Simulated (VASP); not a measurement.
Write the native input for VASP 6.6.1 that does the following.

```
Task                   : single point
Functional             : PBE
Potentials or basis    : VASP PAW PBE potentials, release 64 (Nb_sv)
Cutoff                 : 520 eV
k mesh                 : 13 × 13 × 13
Occupations            : fermi-dirac, width 0.05 eV
Spin                   : collinear spin, ferromagnetic start
Starting moments       : [1.0] μB
Dipole correction      : no
Further INCAR settings : ALGO = Normal; EDIFF = 1e-06; NBANDS = 16
```

The structure of Nb lies in POSCAR:

```
Nb
1.0
    2.7200861428      0.0000000000      0.0000000000
    0.0000000000      2.7200861428      0.0000000000
    0.0000000000      0.0000000000      2.7200861428
Nb
1
Direct
    0.0000000000      0.0000000000      0.0000000000
```

These files were run (other wordings do the same):

INCAR

```
SYSTEM = Nb
ALGO = Normal ; EDIFF = 1E-6
ENCUT = 520 ; GGA = PE
ISIF = 2 ; ISMEAR = -1
ISPIN = 2 ; LASPH = .True.
LCHARG = .False. ; LMAXMIX = 4
LORBIT = 11 ; LREAL = .False.
LWAVE = .False. ; MAGMOM = 1
NBANDS = 16 ; NELM = 150
PREC = Accurate ; SIGMA = 0.05
```

KPOINTS

```
k-points
0
Gamma
  13 13 13
  0 0 0
```

Potentials or basis: VASP PAW PBE potentials, release 64 (Nb_sv).

The run is started by

```console
$ cat potpaw_PBE.64/Nb_sv/POTCAR > POTCAR
$ mpirun -np 1 vasp_std > vasp.out
```

Results of the run:

* Pressure: -0.7 GPa
* Net moment: 0.00 μB per cell
* Valence electrons inside the program's atomic spheres: Nb 10.80

Wall time 18 s on 1 thread of Intel(R) Xeon(R) 6975P-C (Granite Rapids) (shared host), peak memory 0.15 GiB.
